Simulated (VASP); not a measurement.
Write the native input for VASP 6.6.1 that does the following.

```
Task                   : single point
Functional             : LDA
Potentials or basis    : VASP PAW LDA potentials, release 64 (Mg, H)
Cutoff                 : 600 eV
k mesh                 : 8 × 8 × 8
Occupations            : fermi-dirac, width 0.01 eV
Spin                   : no spin polarisation
Dipole correction      : no
Further INCAR settings : ALGO = Normal; EDIFF = 1e-06; NBANDS = 9
```

The structure of MgH2 lies in POSCAR:

```
MgH2
1.0
    0.0000000000      2.3359263852      2.3359263852
    2.3359263852      0.0000000000      2.3359263852
    2.3359263852      2.3359263852      0.0000000000
Mg H
1 2
Direct
    0.0000000000      0.0000000000      0.0000000000
    0.2500000000      0.2500000000      0.2500000000
    0.7500000000      0.7500000000      0.7500000000
```

The input as run:

INCAR

```
SYSTEM = MgH2
PREC = Accurate
ENCUT = 600
EDIFF = 1E-6
ISMEAR = -1
SIGMA = 0.01
LREAL = .FALSE.
LASPH = .TRUE.
NELM = 120
ALGO = Normal
ISIF = 2
LWAVE = .FALSE.
LCHARG = .TRUE.
LELF = .TRUE.
LVHAR = .TRUE.
NBANDS = 9
GGA_COMPAT = .FALSE.
```

KPOINTS

```
Automatic mesh
0
G
  8 8 8
  0 0 0
```

Potentials or basis: VASP PAW LDA potentials, release 64 (Mg, H).

The run is started by

```sh
$ cat potpaw_LDA.64/Mg/POTCAR potpaw_LDA.64/H/POTCAR > POTCAR
$ mpirun -np 1 vasp_std > vasp.out
```

Results of the run:

| Quantity | Value |
| --- | --- |
| Pressure | -0.7 GPa |
| Band gap on the k mesh | zero (bands 2 and 3 overlap by 1.88 eV) |

Wall time 5.8 s on 1 thread of Intel(R) Xeon(R) 6975P-C (Granite Rapids), with other jobs on the host, peak memory 0.14 GiB.
